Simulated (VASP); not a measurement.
BaTe, 4 atoms in the cell. The typed cell holds 4 atoms: a = 5.845 Å, b = 5.845 Å, c = 4.134 Å, α = 90.00°, β = 90.00°, γ = 90.00°.  This cell differs from its parent crystal: volume scaled by 0.980.

* Program: VASP 6.6.1
* Task: single point
* Functional: PBEsol
* Potentials or basis: VASP PAW PBE potentials, release 64 (Ba_sv, Te)
* Cutoff: 520 eV
* k mesh: 6 × 6 × 8
* Occupations: gaussian, width 0.05 eV
* Spin: no spin polarisation
* Dipole correction: no
* Further INCAR settings: ALGO = Normal; EDIFF = 1e-07; NBANDS = 24

Potentials or basis: VASP PAW PBE potentials, release 64 (Ba_sv, Te).

Run with:

```console
$ cat potpaw_PBE.64/Ba_sv/POTCAR potpaw_PBE.64/Te/POTCAR > POTCAR
$ mpirun -np 1 vasp_std > vasp.out
```

Hardware: 1 thread of Oxide Virtual Turin-like Processor (shared host).

Q: How long does it take, and how much memory?

A: Wall time 3.5 min on 1 thread of Oxide Virtual Turin-like Processor (shared host), peak memory 0.32 GiB. Counts: scf iterations 14, k points 50.
